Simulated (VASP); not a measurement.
# SnSe (R-3m) in VASP: a series of runs

The runs below take SnSe through single point, with PBE.

Program: VASP 6.6.1. These are calculated values, not measurements. Logs are shortened: lines on timing, memory, paths and dates and some standing lists are left out, and cuts for length are marked.

## Step 1: The cell of the first run

Symmetry: R-3m, No. 166, trigonal system. The conventional cell has a = 4.278 Å, b = 4.278 Å, c = 10.323 Å, α = 90.00°, β = 90.00°, γ = 120.00°. Within 4.0 Å of Sn (site symmetry -3m) lie 6 Se at 3.01 Å. Se (site symmetry -3m) has 6 Sn at 3.01 Å within 4.0 Å.

## Step 2: Single point, PBE (equal xy, yz and zx shear strains of -1 %)

The input, INCAR:

```
  PREC = Accurate
  ENCUT = 520
  EDIFF = 1E-6
  ISMEAR = -1
  SIGMA = 0.02
  LREAL = F
  LASPH = T
  NELM = 60
  ALGO = Normal
  ISIF = 2
  LWAVE = F
  LCHARG = F
  GGA = PE
  NBANDS = 17
```

The input, KPOINTS:

```
Automatic mesh
0
Gamma
  9 9 9
```

The input, POSCAR:

```
SnSe
1.0
   -0.0301000000      2.9949500000      2.9949500000
    2.9949500000     -0.0301000000      2.9949500000
    2.9949500000      2.9949500000     -0.0301000000
Sn Se
1 1
Direct
    0.0000000000      0.0000000000      0.0000000000
    0.5000000000      0.5000000000      0.5000000000
```

Potentials or basis: VASP PAW PBE potentials, release 64 (Sn_d, Se).

The run is started by

```
> cat potpaw_PBE.64/Sn_d/POTCAR potpaw_PBE.64/Se/POTCAR > POTCAR
> mpirun -np 1 vasp_std > vasp.out
```

OUTCAR:

```text
PREC = Accurate
   ENCUT = 520
   EDIFF = 1E-6
   ISMEAR = -1
   LREAL = F
   LASPH = T
   NELM = 60
   ISIF = 2
   GGA = PE

 ion  position               nearest neighbor table
   1  0.000  0.000  0.000-   2 3.01   2 3.01   2 3.01   2 3.01   2 3.01   2 3.01
   2  0.500  0.500  0.500-   1 3.01   1 3.01   1 3.01   1 3.01   1 3.01   1 3.01

  LATTYP: Found a trigonal (rhomboedric) cell.
 ALAT       =     4.2356058616
 COS(alpha) =     0.4899250057

  Lattice vectors:

 A1 = (  -0.0301000000,   2.9949500000,   2.9949500000)
 A2 = (   2.9949500000,  -0.0301000000,   2.9949500000)
 A3 = (   2.9949500000,   2.9949500000,  -0.0301000000)

Analysis of symmetry for initial positions (statically):
=====================================================================
 Subroutine PRICEL returns:
 Original cell was already a primitive cell.

 Routine SETGRP: Setting up the symmetry group for a
 trigonal (rhombohedral) supercell.

 Subroutine GETGRP returns: Found 12 space group operations
 (whereof 12 operations were pure point group operations)
 out of a pool of 12 trial point group operations.

The static configuration has the point symmetry D_3d.

Analysis of symmetry for dynamics (positions and initial velocities):
=====================================================================
 Subroutine PRICEL returns:
 Original cell was already a primitive cell.

 Routine SETGRP: Setting up the symmetry group for a
 trigonal (rhombohedral) supercell.

 Subroutine GETGRP returns: Found 12 space group operations
 (whereof 12 operations were pure point group operations)
 out of a pool of 12 trial point group operations.

The dynamic configuration has the point symmetry D_3d.

 Subroutine INISYM returns: Found 12 space group operations
 (whereof 12 operations are pure point group operations),
 and found     1 'primitive' translations

----------------------------------------------------------------------------------------

                                     Primitive cell

  volume of cell :      54.5377

  direct lattice vectors                    reciprocal lattice vectors
    -0.030100000  2.994950000  2.994950000    -0.164451744  0.166121305  0.166121305
     2.994950000 -0.030100000  2.994950000     0.166121305 -0.164451744  0.166121305
     2.994950000  2.994950000 -0.030100000     0.166121305  0.166121305 -0.164451744
[... 74 lines left out ...]
 SYSTEM =  unknown system
   PREC   = accura    normal or accurate (medium, high low for compatibility)
   ISTART =      0    job   : 0-new  1-cont  2-samecut
   ICHARG =      2    charge: 1-file 2-atom 10-const
   ISPIN  =      1    spin polarized calculation?
   LNONCOLLINEAR =      F non collinear calculations
   LSORBIT =      F    spin-orbit coupling
   LASPH  =      T    aspherical Exc in radial PAW
   ENCUT  =  520.0 eV  38.22 Ry    6.18 a.u.   7.88  7.88  7.88*2*pi/ulx,y,z
   NELM   =     60;   NELMIN=  2; NELMDL= -5     # of ELM steps
   EDIFF  = 0.1E-05   stopping-criterion for ELM
   LREAL  =      F    real-space projection
   EDIFFG = 0.1E-04   stopping-criterion for IOM
   NSW    =      0    number of steps for IOM
   IBRION =     -1    ionic relax: 0-MD 1-quasi-New 2-CG
   NFREE  =      0    steps in history (QN), initial steepest desc. (CG)
   ISIF   =      2    stress and relaxation
   ISYM   =      2    0-nonsym 1-usesym 2-fastsym
   POTIM  = 0.5000    time-step for ionic-motion
   TEBEG  =    0.0;   TEEND  =   0.0 temperature during run
   PSTRESS=    0.0 pullay stress
   NELECT =      20.0000    total number of electrons
   NUPDOWN=      -1.0000    fix difference up-down
   EMIN   =  10.00;   EMAX   =-10.00  energy-range for DOS
   EFERMI =   0.00;   METHOD = LEGACY
   ISMEAR =    -1;   SIGMA  =   0.02  broadening in eV -4-tet -1-fermi 0-gaus
   EFERMI_NEDOS =   21; number of points for ismear=-14 and -15
   IALGO  =     38    algorithm
   IMIX   =      4    mixing-type and parameters
     AMIX     =   0.40;   BMIX     =  1.00
     AMIX_MAG =   1.60;   BMIX_MAG =  1.00
  volume/ion in A,a.u.               =      27.27       184.02
  Fermi-wavevector in a.u.,A,eV,Ry     =   1.171797  2.214376 18.682287  1.373109
  Thomas-Fermi vector in A             =   2.308236
   LORBIT       =      0    0 simple, 1 ext, 2 COOP (PROOUT), +10 PAW based schemes
   GGA     = PE    functional components
   LHFCALC =     F    Hartree Fock is set to
   AEXX    =    0.0000 exact exchange contribution
   IVDW    =     0    specifies the selected vdW correction
   LEPSILON=     F    determine dielectric tensor
   LRPA    =     F    only Hartree local field effects (RPA)
 non-spin polarized calculation
  energy-cutoff  :      520.00
  volume of cell :       54.54
 maximum number of plane-waves:      1481
   NGX = 15   NGY = 15   NGZ = 15

 number of electron      20.0000005 magnetization

 Free energy of the ion-electron system (eV)
  ---------------------------------------------------
  ext. energy  EPLUGINS =         0.00000000
  ---------------------------------------------------
  free energy    TOTEN  =        -8.21322367 eV

  energy without entropy =       -8.21322364  energy(sigma->0) =       -8.21322366

 E-fermi :   5.8164     XC(G=0):  -9.5980

 val. band max:        5.5449827954   @ k =  -0.3333   0.1111   0.0000
 cond. band min:       6.0732613563   @ k =   0.4444   0.3333   0.3333
 fundamental gap:      0.5282785609
 Fermi energy:         5.8164483894

 k-point     1 :       0.0000    0.0000    0.0000
  band No.  band energies     occupation
      1     -16.0162      2.00000
      2     -16.0160      2.00000
      3     -16.0160      2.00000
      4     -16.0127      2.00000
      5     -16.0127      2.00000
      6      -8.2737      2.00000
[... 457 lines left out ...]
      4     -15.9991      2.00000
      5     -15.9981      2.00000
      6      -7.1101      2.00000
[... 9 lines left out ...]
     16      17.2424      0.00000
     17      18.1407      0.00000

 [... further k-points ...]
[... 5 lines left out ...]
  --------------------------------------------------------------------------------------
  -------------------------------------------------------------------------------------
  Total        0.3448388      0.3448388      0.3448388      0.0616823      0.0616823      0.0616823
  in kB       10.1304781     10.1304781     10.1304781      1.8120671      1.8120671      1.8120671
  external PRESSURE =      10.1304781 kB  Pullay stress =       0.0000000 kB

 VOLUME and BASIS-vectors are now :
 -----------------------------------------------------------------------------
  energy-cutoff  :      520.00
  volume of cell :       54.54
      direct lattice vectors                 reciprocal lattice vectors
    -0.030100000  2.994950000  2.994950000    -0.164451744  0.166121305  0.166121305
     2.994950000 -0.030100000  2.994950000     0.166121305 -0.164451744  0.166121305
     2.994950000  2.994950000 -0.030100000     0.166121305  0.166121305 -0.164451744

 POSITION                                       TOTAL-FORCE (eV/Angst)
 -----------------------------------------------------------------------------------
      0.00000      0.00000      0.00000        -0.000000     -0.000000     -0.000000
      2.97990      2.97990      2.97990         0.000000      0.000000      0.000000
 -----------------------------------------------------------------------------------
    total drift:                                0.000000     -0.000000     -0.000000

  FREE ENERGIE OF THE ION-ELECTRON SYSTEM (eV)
  ---------------------------------------------------
  free  energy   TOTEN  =        -8.2132236710 eV

  energy  without entropy=       -8.2132236434  energy(sigma->0) =       -8.21322366
```

OSZICAR:

```text
N       E                     dE             d eps       ncg     rms          rms(c)
DAV:   1     0.133633324969E+03    0.13363E+03   -0.97850E+03  2943   0.145E+03
DAV:   2     0.451396036212E+01   -0.12912E+03   -0.12479E+03  3180   0.352E+02
DAV:   3    -0.804877403263E+01   -0.12563E+02   -0.12465E+02  3380   0.943E+01
DAV:   4    -0.838953474030E+01   -0.34076E+00   -0.34051E+00  3561   0.164E+01
DAV:   5    -0.839902004287E+01   -0.94853E-02   -0.94847E-02  4034   0.268E+00    0.306E+00
DAV:   6    -0.821218310327E+01    0.18684E+00   -0.46099E-01  4164   0.388E+00    0.181E+00
DAV:   7    -0.821108846451E+01    0.10946E-02   -0.83637E-02  3403   0.128E+00    0.907E-01
DAV:   8    -0.821337782627E+01   -0.22894E-02   -0.91959E-03  3482   0.846E-01    0.125E-01
DAV:   9    -0.821314056358E+01    0.23726E-03   -0.15162E-03  4165   0.315E-01    0.533E-02
DAV:  10    -0.821321750104E+01   -0.76937E-04   -0.18292E-04  3348   0.768E-02    0.120E-02
DAV:  11    -0.821322336032E+01   -0.58593E-05   -0.18379E-05  3895   0.379E-02    0.273E-03
DAV:  12    -0.821322367096E+01   -0.31064E-06   -0.13450E-06  3041   0.116E-02
   1 F= -.82132237E+01 E0= -.82132237E+01  d E =-.275742E-07
```

stdout:

```text
POSCAR found type information on POSCAR SnSe
 POSCAR found :  2 types and       2 ions
 scaLAPACK will be used
 LDA part: xc-table for (Slater+PW92), standard interpolation
 POSCAR, INCAR and KPOINTS ok, starting setup
 FFT: planning ... GRIDC
 FFT: planning ... GRID_SOFT
 FFT: planning ... GRID
 WAVECAR not read
 entering main loop
```

Run time: 48 s. Hardware: 1 thread of Intel Xeon Platinum 8488C (Sapphire Rapids), shared host; peak memory 0.23 GiB.

What came out:

* Free energy: -8.2132 eV
* Pressure: 1.0 GPa
* Band gap on the k mesh: 0.53 eV, indirect (least direct gap 0.61 eV)

Caveat: the cell differs from its parent crystal (equal xy, yz and zx shear strains of -1 %); spin-orbit coupling is left out, which moves the levels of the heavy elements. A k mesh can miss the band edges.

## Step 3: Single point, PBE (equal xy, yz and zx shear strains of +2 %)

The input, INCAR:

```
SYSTEM = SnSe
  PREC = Accurate
  ENCUT = 520
  EDIFF = 1E-6
  ISMEAR = -1
  SIGMA = 0.02
  LREAL = .False.
  LASPH = .True.
  NELM = 100
  ALGO = Normal
  ISIF = 2
  LWAVE = .False.
  LCHARG = .False.
  GGA = PE
  NBANDS = 17
```

The input, KPOINTS:

```
regular mesh
0
Gamma
  9 9 9
  0 0 0
```

The input, POSCAR:

```
SnSe
1.0
    0.0602000000      3.0401000000      3.0401000000
    3.0401000000      0.0602000000      3.0401000000
    3.0401000000      3.0401000000      0.0602000000
Sn Se
1 1
Direct
    0.0000000000      0.0000000000      0.0000000000
    0.5000000000      0.5000000000      0.5000000000
```

Potentials or basis: VASP PAW PBE potentials, release 64 (Sn_d, Se).

The run is started by

```
> cat potpaw_PBE.64/Sn_d/POTCAR potpaw_PBE.64/Se/POTCAR > POTCAR
> mpirun -np 1 vasp_std > vasp.out
```

Run time: 45 s. Hardware: 1 thread of Intel Xeon Platinum 8488C (Sapphire Rapids), shared host; peak memory 0.22 GiB.

It converged, with:

```
Free energy            : -8.2103 eV
Pressure               : 1.0 GPa
Band gap on the k mesh : 0.42 eV, indirect (least direct gap 0.59 eV)
```

Stress tensor (GPa, compression positive):
```
 1.01 -0.38 -0.38
-0.38  1.01 -0.38
-0.38 -0.38  1.01
```

Levels at points of the mesh, in eV from the valence-band top:
```
           k point  band 7  band 8  band 9  band 10  band 11  band 12  band 13  band 14
(0.00, 0.00, 0.00)   -5.11   -2.39   -2.13    -2.13     4.27     4.27     4.33     5.58
```

Caveat: the cell differs from its parent crystal (equal xy, yz and zx shear strains of +2 %); spin-orbit coupling is left out, which moves the levels of the heavy elements. A k mesh can miss the band edges.

## Step 4: Single point, PBE (equal xy, yz and zx shear strains of -2 %)

The input, INCAR:

```
SYSTEM = SnSe
  PREC = Accurate
  ENCUT = 520
  EDIFF = 1E-6
  ISMEAR = -1
  SIGMA = 0.02
  LREAL = .FALSE.
  LASPH = .TRUE.
  NELM = 60
  ALGO = Normal
  ISIF = 2
  LWAVE = .FALSE.
  LCHARG = .FALSE.
  GGA = PE
  NBANDS = 17
```

The input, KPOINTS:

```
Automatic mesh
0
G
  9 9 9
  0 0 0
```

The input, POSCAR:

```
SnSe
1.0
   -0.0602000000      2.9799000000      2.9799000000
    2.9799000000     -0.0602000000      2.9799000000
    2.9799000000      2.9799000000     -0.0602000000
Sn Se
1 1
Direct
    0.0000000000      0.0000000000      0.0000000000
    0.5000000000      0.5000000000      0.5000000000
```

The run is started by

```
> cat potpaw_PBE.64/Sn_d/POTCAR potpaw_PBE.64/Se/POTCAR > POTCAR
> mpirun -np 1 vasp_std > vasp.out
```

It took 48 s on 1 thread of Intel Xeon Platinum 8488C (Sapphire Rapids), shared host; peak memory 0.22 GiB.

The run converged. Its results:

- Free energy: -8.2104 eV
- Pressure: 1.0 GPa
- Band gap on the k mesh: 0.43 eV, indirect (least direct gap 0.60 eV)

Stress tensor (GPa, compression positive):
```
1.01 0.36 0.36
0.36 1.01 0.36
0.36 0.36 1.01
```

Levels at points of the mesh, in eV from the valence-band top:
```
           k point  band 6  band 7  band 8  band 9  band 10  band 11  band 12  band 13  band 14  band 15
(0.00, 0.00, 0.00)  -13.85   -5.06   -2.25   -2.25    -2.01     4.29     4.36     4.36     5.75     5.75
```

Caveat: the cell differs from its parent crystal (equal xy, yz and zx shear strains of -2 %); spin-orbit coupling is left out, which moves the levels of the heavy elements. A k mesh can miss the band edges.

## Step 5: Single point, PBE (equal xy, yz and zx shear strains of +1 %)

The input, INCAR:

```
SYSTEM = SnSe
ALGO = Normal ; EDIFF = 1E-6
ENCUT = 520 ; GGA = PE
ISIF = 2 ; ISMEAR = -1
LASPH = .TRUE. ; LCHARG = .FALSE.
LREAL = .FALSE. ; LWAVE = .FALSE.
NBANDS = 17 ; NELM = 60
PREC = Accurate ; SIGMA = 0.02
```

The input, KPOINTS:

```
k-points
0
G
  9 9 9
  0 0 0
```

The input, POSCAR:

```
SnSe
1.0
    0.0301000000      3.0250500000      3.0250500000
    3.0250500000      0.0301000000      3.0250500000
    3.0250500000      3.0250500000      0.0301000000
Sn Se
1 1
Direct
    0.0000000000      0.0000000000      0.0000000000
    0.5000000000      0.5000000000      0.5000000000
```

The run is started by

```
> cat potpaw_PBE.64/Sn_d/POTCAR potpaw_PBE.64/Se/POTCAR > POTCAR
> mpirun -np 1 vasp_std > vasp.out
```

It took 45 s on 1 thread of Intel Xeon Platinum 8488C (Sapphire Rapids), shared host; peak memory 0.22 GiB.

It converged, with:

```yaml
Free_energy: -8.2132 eV
Pressure: 1.0 GPa
Band_gap_on_the_k_mesh: 0.53 eV, indirect (least direct gap 0.61 eV)
```

Stress tensor (GPa, compression positive):
```
 1.01 -0.19 -0.19
-0.19  1.01 -0.19
-0.19 -0.19  1.01
```

Levels at points of the mesh, in eV from the valence-band top:
| k point | band 7 | band 8 | band 9 | band 10 | band 11 | band 12 | band 13 | band 14 |
| --- | --- | --- | --- | --- | --- | --- | --- | --- |
| (0.00, 0.00, 0.00) | -5.05 | -2.25 | -2.12 | -2.12 | 4.33 | 4.33 | 4.36 | 5.76 |

Caveat: the cell differs from its parent crystal (equal xy, yz and zx shear strains of +1 %); spin-orbit coupling is left out, which moves the levels of the heavy elements.

## Step 6: Single point, PBE (equal xy, yz and zx shear strains of +3 %)

The input, INCAR:

```
PREC = Accurate
ENCUT = 520
EDIFF = 1E-7
ISMEAR = -1
SIGMA = 0.02
LREAL = F
LASPH = T
NELM = 80
ALGO = Normal
ISIF = 2
LWAVE = F
LCHARG = T
GGA = PE
LELF = T
LVHAR = T
NBANDS = 17
```

The input, KPOINTS:

```
Automatic mesh
0
Gamma
  9 9 9
```

The input, POSCAR:

```
SnSe
1.0
    0.0903000000      3.0551500000      3.0551500000
    3.0551500000      0.0903000000      3.0551500000
    3.0551500000      3.0551500000      0.0903000000
Sn Se
1 1
Direct
    0.0000000000      0.0000000000      0.0000000000
    0.5000000000      0.5000000000      0.5000000000
```

Potentials or basis: VASP PAW PBE potentials, release 64 (Sn_d, Se).

The run is started by

```
> cat potpaw_PBE.64/Sn_d/POTCAR potpaw_PBE.64/Se/POTCAR > POTCAR
> mpirun -np 1 vasp_std > vasp.out
```

Wall time 52 s (1 thread of Intel Xeon Platinum 8488C (Sapphire Rapids), shared host); peak memory 0.23 GiB.

Results (log left out):

| Quantity | Value |
| --- | --- |
| Free energy | -8.2053 eV |
| Pressure | 1.0 GPa |
| Band gap on the k mesh | 0.30 eV, indirect (least direct gap 0.56 eV) |

Stress tensor (GPa, compression positive):
```
 1.03 -0.58 -0.58
-0.58  1.03 -0.58
-0.58 -0.58  1.03
```

Levels at points of the mesh, in eV from the valence-band top:
```csv
k point,band 8,band 9,band 10,band 11,band 12,band 13
"(0.00, 0.00, 0.00)",-2.53,-2.15,-2.15,4.21,4.21,4.29
```

Caveat: the cell differs from its parent crystal (equal xy, yz and zx shear strains of +3 %); spin-orbit coupling is left out, which moves the levels of the heavy elements. A k mesh can miss the band edges.

## Step 7: The runs side by side

| cell | gap on the mesh (eV) | pressure (GPa) |
| --- | --- | --- |
| a = 4.236 Å, angles 60.7°, 2 atoms | 0.53 | 1.0 |
| a = 4.300 Å, angles 58.7°, 2 atoms | 0.42 | 1.0 |
| a = 4.215 Å, angles 61.3°, 2 atoms | 0.43 | 1.0 |
| a = 4.278 Å, angles 59.3°, 2 atoms | 0.53 | 1.0 |
| a = 4.322 Å, angles 58.0°, 2 atoms | 0.30 | 1.0 |

Alike in all rows: task single point; level PBE; potentials or basis VASP PAW PBE potentials, release 64 (Sn_d, Se); no spin polarisation; k mesh 9 × 9 × 9; cutoff (eV) 520; smearing fermi-dirac 0.02 eV.

Caveats: spin-orbit coupling is left out, which moves the levels of the heavy elements.

Total energies depend on the potentials used, so only differences within one code and one set of settings carry meaning.
